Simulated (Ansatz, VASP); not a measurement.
## C in VASP and in Ansatz

The input INCAR:

```
PREC     = Accurate       # precision mode
ENCUT    = 520            # plane-wave cutoff, eV
EDIFF    = 1E-8           # SCF threshold, eV
ISMEAR   = -1             # smearing method
SIGMA    = 0.03           # smearing width, eV
LREAL    = False          # projectors in reciprocal space
LASPH    = True           # aspherical terms in the spheres
NELM     = 80             # most SCF steps
ALGO     = Normal         # electronic algorithm
ISIF     = 2              # what is computed and relaxed
LWAVE    = False          # write WAVECAR
LCHARG   = False          # write CHGCAR
LEFG     = True         
NBANDS   = 11             # bands
```

File KPOINTS:

```
Automatic mesh
0
Gamma
  16 16 16
```

File POSCAR:

```
C
1.0
    0.0000000000      1.7774354070      1.7774354070
    1.7774354070      0.0000000000      1.7774354070
    1.7774354070      1.7774354070      0.0000000000
C
2
Direct
    0.5000000000      0.5000000000      0.5000000000
    0.7500000000      0.7500000000      0.7500000000
```

Input for Ansatz:

```yaml
crystal:
  lattice:
    - [0.0, 1.777435407, 1.777435407]
    - [1.777435407, 0.0, 1.777435407]
    - [1.777435407, 1.777435407, 0.0]
  atoms:
    - { symbol: C, position: [0.5, 0.5, 0.5] }
    - { symbol: C, position: [0.75, 0.75, 0.75] }
kpoints:
  mp_grid: { grid: [16, 16, 16] }
scf:
  occupations: { method: fermi_dirac, width: 0.03 }
hamiltonian:
  xc: lda
  pseudopotentials: { kind: all_electron, datasets: crystal }
output:
  forces: true
  stress: true
  eigenvalues: true
  efg: { contact_densities: true }
```

Change from the starting cell: volume scaled by 0.99, crystal datasets.

Alike in both runs: task electric field gradients; functional LDA; k mesh 16 × 16 × 16; occupations fermi-dirac, width 0.03 eV; no spin polarisation.

```csv
,VASP,Ansatz
version,VASP 6.6.1,Ansatz 0.2.0
potentials or method,"VASP PAW LDA potentials, release 64 (C), cutoff 520 eV","all-electron PAW with datasets made for the crystal, scalar-relativistic"
```

Ansatz gave:

```
gap on the k mesh at the Fermi level (eV) : 4.13
pressure (GPa)                            : -8.7
```

What did VASP give for the same quantities?

gap on the k mesh at the Fermi level (eV): 4.12; pressure (GPa): -7.3.

LDA's correlation is that of Perdew and Zunger in VASP and of Perdew and Wang (1992) in Ansatz. Ansatz ran all-electron here, and VASP with PAW potentials.
